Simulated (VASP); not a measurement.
# MgO (Cmm2) in VASP: notebook

The runs below take MgO through single point, relaxation of cell and atoms, with PBE.

All numbers are computed with VASP 6.6.1; they aren't measurements. Logs are shortened: lines on timing, memory, paths and dates and some standing lists are left out, and cuts for length are marked.

### Step 1. The cell of the first run

The structure is orthorhombic, space group Cmm2 (No. 35). The conventional cell has a = 5.515 Å, b = 5.518 Å, c = 5.688 Å, α = 90.00°, β = 90.00°, γ = 90.00°. Mg (site symmetry mm2) has 3 O at 1.85 to 2.04 Å within 2.5 Å. Mg (site symmetry m) has 5 O at 2.04 to 2.13 Å and 2 Mg at 2.66 to 2.68 Å within 2.7 Å. O (site symmetry mm2) has 3 Mg at 1.85 to 2.04 Å within 2.5 Å. Within 2.7 Å of O (site symmetry m) lie 5 Mg at 2.04 to 2.13 Å.

### Step 2. Single point, PBE

Input file INCAR:

```
SYSTEM = MgO
PREC = Accurate
ENCUT = 520
EDIFF = 1E-6
ISMEAR = 0
SIGMA = 0.02
LREAL = .False.
LASPH = .True.
NELM = 60
ALGO = Normal
ISIF = 2
LWAVE = .False.
LCHARG = .False.
GGA = PE
NBANDS = 21
```

Input file KPOINTS:

```
regular mesh
0
Gamma
  8 8 6
  0 0 0
```

Input file POSCAR:

```
MgO
1.0
    2.7575829852     -2.7587914254      0.0000000000
    2.7575829852      2.7587914254      0.0000000000
    0.0000000000      0.0000000000      5.6875358347
Mg O
3 3
Direct
    0.0000000000      0.0000000000      0.9980670104
    0.2431657140      0.2431657140      0.4028710464
    0.7568342860      0.7568342860      0.4028710464
    0.0000000000      0.0000000000      0.6731677490
    0.7494354036      0.2505645964      0.2615115738
    0.2505645964      0.7494354036      0.2615115738
```

Potentials or basis: VASP PAW PBE potentials, release 64 (Mg, O).

Command:

```sh
> cat potpaw_PBE.64/Mg/POTCAR potpaw_PBE.64/O/POTCAR > POTCAR
> mpirun -np 1 vasp_std > vasp.out
```

OUTCAR:

```text
SYSTEM = MgO
   PREC = Accurate
   ENCUT = 520
   EDIFF = 1E-6
   ISMEAR = 0
   LREAL = .False.
   LASPH = .True.
   NELM = 60
   ISIF = 2
   GGA = PE

 ion  position               nearest neighbor table
   1  0.000  0.000  0.998-   4 1.85   5 2.04   6 2.04   3 2.66   2 2.66   2 3.64   3 3.64
   2  0.243  0.243  0.403-   4 2.04   5 2.09   6 2.09   6 2.13   5 2.13   1 2.66   3 2.68   3 2.76
                             3 2.76   3 2.83   1 3.64
   3  0.757  0.757  0.403-   4 2.04   5 2.09   6 2.09   5 2.13   6 2.13   1 2.66   2 2.68   2 2.76
                             2 2.76   2 2.83   1 3.64
   4  0.000  0.000  0.673-   1 1.85   2 2.04   3 2.04
   5  0.749  0.251  0.262-   1 2.04   2 2.09   3 2.09   3 2.13   2 2.13
   6  0.251  0.749  0.262-   1 2.04   2 2.09   3 2.09   3 2.13   2 2.13

  LATTYP: Found a base centered orthorhombic cell.
 ALAT       =     5.5151659704
 B/A-ratio  =     1.0004382244
 C/A-ratio  =     1.0312537946

  Lattice vectors:

 A1 = (   2.7575829852,  -2.7587914254,   0.0000000000)
 A2 = (   2.7575829852,   2.7587914254,   0.0000000000)
 A3 = (   0.0000000000,   0.0000000000,   5.6875358347)

Analysis of symmetry for initial positions (statically):
=====================================================================
 Subroutine PRICEL returns:
 Original cell was already a primitive cell.

 Routine SETGRP: Setting up the symmetry group for a
 base centered orthorhombic supercell.

 Subroutine GETGRP returns: Found  4 space group operations
 (whereof  4 operations were pure point group operations)
 out of a pool of  8 trial point group operations.

The static configuration has the point symmetry C_2v.

Analysis of symmetry for dynamics (positions and initial velocities):
=====================================================================
 Subroutine PRICEL returns:
 Original cell was already a primitive cell.

 Routine SETGRP: Setting up the symmetry group for a
 base centered orthorhombic supercell.

 Subroutine GETGRP returns: Found  4 space group operations
 (whereof  4 operations were pure point group operations)
 out of a pool of  8 trial point group operations.

The dynamic configuration has the point symmetry C_2v.

 Subroutine INISYM returns: Found  4 space group operations
 (whereof  4 operations are pure point group operations),
 and found     1 'primitive' translations

----------------------------------------------------------------------------------------

                                     Primitive cell

  volume of cell :      86.5370

  direct lattice vectors                    reciprocal lattice vectors
     2.757582985 -2.758791425  0.000000000     0.181318206 -0.181238783  0.000000000
     2.757582985  2.758791425  0.000000000     0.181318206  0.181238783  0.000000000
     0.000000000  0.000000000  5.687535835     0.000000000  0.000000000  0.175823068

  length of vectors
     3.900665847  3.900665847  5.687535835     0.256366512  0.256366512  0.175823068

  position of ions in fractional coordinates (direct lattice)
     0.000000000  0.000000000  0.998067010
     0.243165714  0.243165714  0.402871046
     0.756834286  0.756834286  0.402871046
     0.000000000  0.000000000  0.673167749
     0.749435404  0.250564596  0.261511574
     0.250564596  0.749435404  0.261511574

  ion indices of the primitive-cell ions
   primitive index   ion index
                 1           1
                 2           2
                 3           3
                 4           4
                 5           5
                 6           6

----------------------------------------------------------------------------------------

 KPOINTS: regular mesh

Automatic generation of k-mesh.
 Grid dimensions read from file:
 generate k-points for:    8    8    6

 Generating k-lattice:

  Cartesian coordinates                     Fractional coordinates (reciprocal lattice)
     0.022664776 -0.022654848  0.000000000     0.125000000 -0.000000000  0.000000000
     0.022664776  0.022654848  0.000000000    -0.000000000  0.125000000  0.000000000
     0.000000000  0.000000000  0.029303845     0.000000000  0.000000000  0.166666667

  Length of vectors
     0.032045814  0.032045814  0.029303845

  Shift w.r.t. Gamma in fractional coordinates (k-lattice)
     0.000000000  0.000000000  0.000000000

 Subroutine IBZKPT returns following result:
 ===========================================

 Found     84 irreducible k-points:

 Following reciprocal coordinates:
            Coordinates               Weight
  0.000000  0.000000  0.000000      1.000000
  0.125000  0.000000  0.000000      4.000000
  0.250000  0.000000  0.000000      4.000000
  0.375000  0.000000  0.000000      4.000000
  0.500000  0.000000  0.000000      2.000000
  0.125000  0.125000  0.000000      2.000000
[... 16 lines left out ...]
  0.125000  0.000000  0.166667      8.000000
  0.250000  0.000000  0.166667      8.000000
 [... further k-points ...]
   k-points           NKPTS =     84   k-points in BZ     NKDIM =     84   number of bands    NBANDS=     21
   number of dos      NEDOS =    301   number of ions     NIONS =      6
   total plane-waves  NPLWV =  37800
   dimension x,y,z NGX =    30 NGY =   30 NGZ =   42
   dimension x,y,z NGXF=    60 NGYF=   60 NGZF=   84
   ions per type =               3   3
   NGX,Y,Z   is equivalent  to a cutoff of  12.79, 12.79, 12.28 a.u.
   NGXF,Y,Z  is equivalent  to a cutoff of  25.57, 25.57, 24.55 a.u.
 SYSTEM =  MgO
   PREC   = accura    normal or accurate (medium, high low for compatibility)
   ISTART =      0    job   : 0-new  1-cont  2-samecut
   ICHARG =      2    charge: 1-file 2-atom 10-const
   ISPIN  =      1    spin polarized calculation?
   LNONCOLLINEAR =      F non collinear calculations
   LSORBIT =      F    spin-orbit coupling
   LASPH  =      T    aspherical Exc in radial PAW
   ENCUT  =  520.0 eV  38.22 Ry    6.18 a.u.   7.25  7.25 10.58*2*pi/ulx,y,z
   NELM   =     60;   NELMIN=  2; NELMDL= -5     # of ELM steps
   EDIFF  = 0.1E-05   stopping-criterion for ELM
   LREAL  =      F    real-space projection
   EDIFFG = 0.1E-04   stopping-criterion for IOM
   NSW    =      0    number of steps for IOM
   IBRION =     -1    ionic relax: 0-MD 1-quasi-New 2-CG
   NFREE  =      0    steps in history (QN), initial steepest desc. (CG)
   ISIF   =      2    stress and relaxation
   ISYM   =      2    0-nonsym 1-usesym 2-fastsym
   POTIM  = 0.5000    time-step for ionic-motion
   TEBEG  =    0.0;   TEEND  =   0.0 temperature during run
   PSTRESS=    0.0 pullay stress
   NELECT =      24.0000    total number of electrons
   NUPDOWN=      -1.0000    fix difference up-down
   EMIN   =  10.00;   EMAX   =-10.00  energy-range for DOS
   EFERMI =   0.00;   METHOD = LEGACY
   ISMEAR =     0;   SIGMA  =   0.02  broadening in eV -4-tet -1-fermi 0-gaus
   EFERMI_NEDOS =   21; number of points for ismear=-14 and -15
   IALGO  =     38    algorithm
   IMIX   =      4    mixing-type and parameters
     AMIX     =   0.40;   BMIX     =  1.00
     AMIX_MAG =   1.60;   BMIX_MAG =  1.00
  volume/ion in A,a.u.               =      14.42        97.33
  Fermi-wavevector in a.u.,A,eV,Ry     =   1.067607  2.017485 15.507710  1.139785
  Thomas-Fermi vector in A             =   2.203229
   LORBIT       =      0    0 simple, 1 ext, 2 COOP (PROOUT), +10 PAW based schemes
   GGA     = PE    functional components
   LHFCALC =     F    Hartree Fock is set to
   AEXX    =    0.0000 exact exchange contribution
   IVDW    =     0    specifies the selected vdW correction
   LEPSILON=     F    determine dielectric tensor
   LRPA    =     F    only Hartree local field effects (RPA)
 non-spin polarized calculation
 Gauss-broadening in eV      SIGMA  =   0.02
  energy-cutoff  :      520.00
  volume of cell :       86.54
 maximum number of plane-waves:      2360
 NGX is ok and might be reduce to    30
   NGX = 15   NGY = 15   NGZ = 21

 number of electron      24.0000006 magnetization

 Free energy of the ion-electron system (eV)
  ---------------------------------------------------
  ext. energy  EPLUGINS =         0.00000000
  ---------------------------------------------------
  free energy    TOTEN  =       -31.81161168 eV

  energy without entropy =      -31.81161168  energy(sigma->0) =      -31.81161168

 E-fermi :   1.1776     XC(G=0):  -8.6577

 val. band max:        1.0117845106   @ k =   0.0000   0.0000   0.5000
 cond. band min:       2.3405853419   @ k =   0.0000   0.0000   0.0000
 fundamental gap:      1.3288008313
 Fermi energy:         1.1776113226

 k-point     1 :       0.0000    0.0000    0.0000
  band No.  band energies     occupation
      1     -16.1883      2.00000
      2     -14.7596      2.00000
      3     -14.6448      2.00000
      4      -3.1258      2.00000
      5      -2.5386      2.00000
      6      -2.2933      2.00000
[... 13 lines left out ...]
     20      12.3796      0.00000
     21      12.9774      0.00000

 k-point     2 :       0.1250    0.0000    0.0000
  band No.  band energies     occupation
      1     -16.1353      2.00000
      2     -14.8200      2.00000
      3     -14.6277      2.00000
      4      -3.0545      2.00000
      5      -2.4970      2.00000
      6      -2.2505      2.00000
[... 13 lines left out ...]
     20      12.6987      0.00000
     21      13.2017      0.00000

 k-point     3 :       0.2500    0.0000    0.0000
  band No.  band energies     occupation
      1     -15.9849      2.00000
      2     -14.9726      2.00000
      3     -14.6020      2.00000
      4      -2.8557      2.00000
      5      -2.3943      2.00000
      6      -2.0786      2.00000
[... 13 lines left out ...]
     20      12.8873      0.00000
     21      13.5501      0.00000

 k-point     4 :       0.3750    0.0000    0.0000
  band No.  band energies     occupation
      1     -15.7646      2.00000
      2     -15.1899      2.00000
      3     -14.5822      2.00000
      4      -2.5671      2.00000
      5      -2.2396      2.00000
      6      -1.7974      2.00000
[... 13 lines left out ...]
     20      12.7263      0.00000
     21      13.6088      0.00000

 k-point     5 :       0.5000    0.0000    0.0000
  band No.  band energies     occupation
      1     -15.5792      2.00000
      2     -15.3735      2.00000
      3     -14.5746      2.00000
      4      -2.2683      2.00000
      5      -2.2311      2.00000
      6      -1.9223      2.00000
[... 13 lines left out ...]
     20      12.5059      0.00000
     21      13.4558      0.00000

 k-point     6 :       0.1250    0.1250    0.0000
  band No.  band energies     occupation
      1     -16.0872      2.00000
      2     -14.8494      2.00000
      3     -14.6329      2.00000
      4      -3.0856      2.00000
      5      -2.6266      2.00000
      6      -1.9190      2.00000
[... 13 lines left out ...]
     20      12.6413      0.00000
     21      13.7413      0.00000

 k-point     7 :       0.2500    0.1250    0.0000
  band No.  band energies     occupation
      1     -15.9467      2.00000
      2     -14.9799      2.00000
      3     -14.6120      2.00000
      4      -3.0629      2.00000
      5      -2.5546      2.00000
      6      -1.5492      2.00000
[... 13 lines left out ...]
     20      12.7757      0.00000
     21      13.7579      0.00000
[... 291 lines left out ...]
      1     -15.5062      2.00000
      2     -15.3099      2.00000
      3     -14.5577      2.00000
      4      -3.3924      2.00000
      5      -3.2880      2.00000
      6      -2.0437      2.00000
[... 13 lines left out ...]
     20      12.2852      0.00000
     21      12.3772      0.00000

 k-point    21 :       0.5000    0.5000    0.0000
  band No.  band energies     occupation
      1     -15.4297      2.00000
      2     -15.3221      2.00000
      3     -14.5613      2.00000
      4      -3.7268      2.00000
      5      -3.5482      2.00000
      6      -1.9172      2.00000
[... 13 lines left out ...]
     20      12.7657      0.00000
     21      12.8956      0.00000

 k-point    22 :       0.0000    0.0000    0.1667
  band No.  band energies     occupation
      1     -16.1795      2.00000
      2     -14.7594      2.00000
      3     -14.6580      2.00000
      4      -3.0829      2.00000
      5      -2.4992      2.00000
      6      -2.2917      2.00000
[... 13 lines left out ...]
     20      12.3926      0.00000
     21      12.7245      0.00000

 k-point    23 :       0.1250    0.0000    0.1667
  band No.  band energies     occupation
      1     -16.1265      2.00000
      2     -14.8190      2.00000
      3     -14.6414      2.00000
      4      -3.0177      2.00000
      5      -2.4556      2.00000
      6      -2.2481      2.00000
[... 13 lines left out ...]
     20      12.7312      0.00000
     21      13.1065      0.00000

 k-point    24 :       0.2500    0.0000    0.1667
  band No.  band energies     occupation
      1     -15.9763      2.00000
      2     -14.9703      2.00000
      3     -14.6167      2.00000
      4      -2.8369      2.00000
      5      -2.3439      2.00000
      6      -2.0764      2.00000
[... 13 lines left out ...]
     20      12.9928      0.00000
     21      13.4734      0.00000

 [... further k-points ...]
[... 5 lines left out ...]
  --------------------------------------------------------------------------------------
  -------------------------------------------------------------------------------------
  Total       -0.1720589     -0.1702395     -0.1185656      0.0000000      0.0000000      0.0000000
  in kB       -3.1855624     -3.1518777     -2.1951672      0.0000000      0.0000000      0.0000000
  external PRESSURE =      -2.8442024 kB  Pullay stress =       0.0000000 kB

 VOLUME and BASIS-vectors are now :
 -----------------------------------------------------------------------------
  energy-cutoff  :      520.00
  volume of cell :       86.54
      direct lattice vectors                 reciprocal lattice vectors
     2.757582985 -2.758791425  0.000000000     0.181318206 -0.181238783  0.000000000
     2.757582985  2.758791425  0.000000000     0.181318206  0.181238783  0.000000000
     0.000000000  0.000000000  5.687535835     0.000000000  0.000000000  0.175823068

 POSITION                                       TOTAL-FORCE (eV/Angst)
 -----------------------------------------------------------------------------------
      0.00000      0.00000      5.67654        -0.000000     -0.000000      0.022245
      1.34110      0.00000      2.29134        -0.004606     -0.000000     -0.014175
      4.17407      0.00000      2.29134         0.004606     -0.000000     -0.014175
      0.00000      0.00000      3.82867        -0.000000     -0.000000     -0.026200
      2.75758     -1.37628      1.48736        -0.000000      0.009973      0.016153
      2.75758      1.37628      1.48736        -0.000000     -0.009973      0.016153
 -----------------------------------------------------------------------------------
    total drift:                               -0.000000     -0.000000      0.001569

  FREE ENERGIE OF THE ION-ELECTRON SYSTEM (eV)
  ---------------------------------------------------
  free  energy   TOTEN  =       -31.8116116753 eV

  energy  without entropy=      -31.8116116753  energy(sigma->0) =      -31.81161168
```

It took 74 s on 1 thread of Intel Xeon 6975P-C (Granite Rapids), shared host; peak memory 0.26 GiB.

Results:

* Free energy: -31.8116 eV
* Pressure: -0.3 GPa
* Largest force: 0.026 eV/Å
* Band gap on the k mesh: 1.33 eV, indirect (least direct gap 1.52 eV)

Forces on the atoms (eV/Å):
```
Mg   0.000  0.000  0.022
Mg  -0.005  0.000 -0.014
Mg   0.005  0.000 -0.014
O    0.000  0.000 -0.026
O    0.000  0.010  0.016
O    0.000 -0.010  0.016
```

Stress tensor (GPa, compression positive):
```
-0.32  0.00  0.00
 0.00 -0.32  0.00
 0.00  0.00 -0.22
```

### Step 3. Relaxation of cell and atoms, PBE

Input file INCAR:

```
SYSTEM = MgO
PREC = Accurate
ENCUT = 600
EDIFF = 1E-6
ISMEAR = 0
SIGMA = 0.02
LREAL = .FALSE.
LASPH = .TRUE.
NELM = 60
ALGO = Normal
ISIF = 3
LWAVE = .FALSE.
LCHARG = .FALSE.
GGA = PE
IBRION = 2
NSW = 100
EDIFFG = -0.01
```

Input file KPOINTS:

```
Automatic mesh
0
G
  8 8 6
  0 0 0
```

Input file POSCAR:

```
MgO
1.0
    2.7557483666     -2.7573628637      0.0000000000
    2.7557483666      2.7573628637      0.0000000000
    0.0000000000      0.0000000000      5.6884057846
Mg O
3 3
Direct
    0.0000000000      0.0000000000      0.9980656267
    0.2432110659      0.2432110659      0.4029057205
    0.7567889341      0.7567889341      0.4029057205
    0.0000000000      0.0000000000      0.6732396996
    0.7494440501      0.2505559499      0.2614416163
    0.2505559499      0.7494440501      0.2614416163
```

Potentials or basis: VASP PAW PBE potentials, release 64 (Mg, O).

Command:

```sh
> cat potpaw_PBE.64/Mg/POTCAR potpaw_PBE.64/O/POTCAR > POTCAR
> mpirun -np 1 vasp_std > vasp.out
```

It took 2.5 min on 1 thread of Intel Xeon 6975P-C (Granite Rapids), shared host; peak memory 0.31 GiB.

Results (log left out):

* Free energy: -31.8201 eV
* Relaxed volume: 14.35 Å³/atom
* Relaxed cell: a = 3.893 Å, b = 3.893 Å, c = 5.680 Å, α = 90.00°, β = 90.00°, γ = 90.02°
* Space group after relaxing (to 0.05 Å): Cmm2 (No. 35)
* Energy gained by relaxing: 0.1 meV/atom
* Ionic steps: 5
* Pressure after relaxing: 0.0 GPa
* Largest force after relaxing: 0.008 eV/Å
* Band gap on the k mesh: 1.34 eV, indirect (least direct gap 1.53 eV)

Forces in eV/Å, atoms in the order of the input:
```
Mg   0.000  0.000  0.008
Mg   0.004  0.000  0.001
Mg  -0.004  0.000  0.001
O    0.000  0.000 -0.007
O    0.000  0.003 -0.002
O    0.000 -0.003 -0.002
```

The path:
| step | energy change (eV) | largest force (eV/Å) | pressure (GPa) | volume (Å³) |
| --- | --- | --- | --- | --- |
| 1 | 0.0000 | 0.0330 | -0.35 | 86.45 |
| 2 | -0.0004 | 0.0250 | 0.07 | 86.06 |
| 3 | -0.0004 | 0.0209 | 0.00 | 86.13 |
| 4 | -0.0004 | 0.0208 | -0.01 | 86.14 |
| 5 | -0.0005 | 0.0084 | 0.00 | 86.10 |

Final structure:
```
CELL_PARAMETERS angstrom
2.75238 -2.75356 0.00000
2.75238 2.75356 0.00000
0.00000 0.00000 5.68041
ATOMIC_POSITIONS crystal
Mg 0.00000 0.00000 0.99817
Mg 0.24329 0.24329 0.40280
Mg 0.75671 0.75671 0.40280
O 0.00000 0.00000 0.67305
O 0.74918 0.25082 0.26159
O 0.25082 0.74918 0.26159
```

Levels at points of the mesh, in eV from the valence-band top:
| k point | band 8 | band 9 | band 10 | band 11 | band 12 | band 13 | band 14 | band 15 | band 16 |
| --- | --- | --- | --- | --- | --- | --- | --- | --- | --- |
| (0.00, 0.00, 0.00) | -1.32 | -1.06 | -0.81 | -0.56 | -0.19 | 1.34 | 5.92 | 6.71 | 7.37 |
| (0.50, 0.00, 0.00) | -2.30 | -2.14 | -1.57 | -0.70 | -0.63 | 4.55 | 4.69 | 6.21 | 7.46 |
| (0.50, 0.50, 0.00) | -1.83 | -1.12 | -0.92 | -0.31 | -0.26 | 4.70 | 5.45 | 6.81 | 6.92 |
| (0.00, 0.00, 0.50) | -1.87 | -1.31 | -0.82 | -0.57 | 0.00 | 3.05 | 3.66 | 6.62 | 7.53 |
| (0.50, 0.00, 0.50) | -2.27 | -2.22 | -1.42 | -1.14 | -0.36 | 5.00 | 5.10 | 5.53 | 6.74 |
| (0.50, 0.50, 0.50) | -1.98 | -1.25 | -0.84 | -0.26 | -0.14 | 4.53 | 5.59 | 6.91 | 7.63 |

A k mesh can miss the band edges.
